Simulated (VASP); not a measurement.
C, 2 atoms in the cell. It takes space group I4_1/amd (No. 141, tetragonal). The conventional cell has a = 2.395 Å, b = 2.395 Å, c = 3.470 Å, α = 90.00°, β = 90.00°, γ = 90.00°. Within 2.0 Å of C (site symmetry -4m2) lie 4 C at 1.48 Å.  This cell differs from its parent crystal: volume 4.977 Å^3 an atom, c/a of the conventional cell 1.0244.

* Program: VASP 6.6.1
* Task: single point
* Functional: LDA
* Potentials or basis: VASP PAW LDA potentials, release 64 (C)
* Cutoff: 520 eV
* k mesh: 12 × 12 × 12
* Occupations: gaussian, width 0.05 eV
* Spin: no spin polarisation
* Dipole correction: no
* Further INCAR settings: ALGO = Normal; EDIFF = 1e-06; NBANDS = 11

Potentials or basis: VASP PAW LDA potentials, release 64 (C).

The run is started by

```bash
$ cat potpaw_LDA.64/C/POTCAR > POTCAR
$ mpirun -np 1 vasp_std > vasp.out
```

Hardware: 1 thread of AMD EPYC 7R13, on a shared host.

Q: How long does it take, and how much memory?

A: Run time: 25 s on 1 thread of AMD EPYC 7R13, on a shared host, peak memory 0.09 GiB. Counts: scf iterations 11, k points 163.
